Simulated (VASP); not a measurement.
Here is a VASP 6.6.1 calculation.

Contents of INCAR:

```
SYSTEM = PrBiC
PREC = Accurate ; ENCUT = 520
EDIFF = 1E-6 ; ISMEAR = 0
SIGMA = 0.1 ; LREAL = .False.
LASPH = .True. ; NELM = 100
ALGO = Normal ; ISIF = 2
LWAVE = .False. ; LCHARG = .False.
GGA = PE ; NBANDS = 41
```

The input KPOINTS:

```
regular mesh
0
Gamma
  6 6 2
  0 0 0
```

The input POSCAR:

```
PrBiC
1.0
    3.6300078400      0.0000000000      0.0000000000
    0.0000000000      3.6300078400      0.0000000000
    0.0000000000      0.0000000000      9.1898932200
Pr Bi C
2 2 2
Direct
    0.0000000000      0.5000000000      0.3350000100
    0.5000000000      0.0000000000      0.6649999900
    0.0000000000      0.5000000000      0.8999999800
    0.5000000000      0.0000000000      0.1000000200
    0.0000000000      0.5000000000      0.6169999800
    0.5000000000      0.0000000000      0.3830000200
```

Potentials or basis: VASP PAW PBE potentials, release 64 (Pr, Bi_d, C).

Command:

```bash
$ cat potpaw_PBE.64/Pr/POTCAR potpaw_PBE.64/Bi_d/POTCAR potpaw_PBE.64/C/POTCAR > POTCAR
$ mpirun -np 1 vasp_std > vasp.out
```

**Question.** Estimate the largest force.

**Answer.** 2.326 eV/Å.

**Question.** Estimate the pressure.

**Answer.** 1.9 GPa.

**Question.** What does it give for the band gap on the k mesh?

**Answer.** Zero (band 32 reaches 8.45 eV, above the bottom of band 33 at 8.38 eV).

Forces on the atoms (eV/Å):
```
Pr   0.000  0.000  2.326
Pr   0.000  0.000 -2.326
Bi   0.000  0.000 -1.764
Bi   0.000  0.000  1.764
C    0.000  0.000  0.606
C    0.000  0.000 -0.606
```

Caveat: spin-orbit coupling is left out, which moves the levels of the heavy elements; without U or exact exchange the open f shell lies at the Fermi level, which spoils levels, moments and volumes; forces of over 1 eV/Å act on the atoms, so gaps and moduli don't describe the material at rest. Spin polarisation is off, so any magnetic state and its effect on volume and gap are missing.
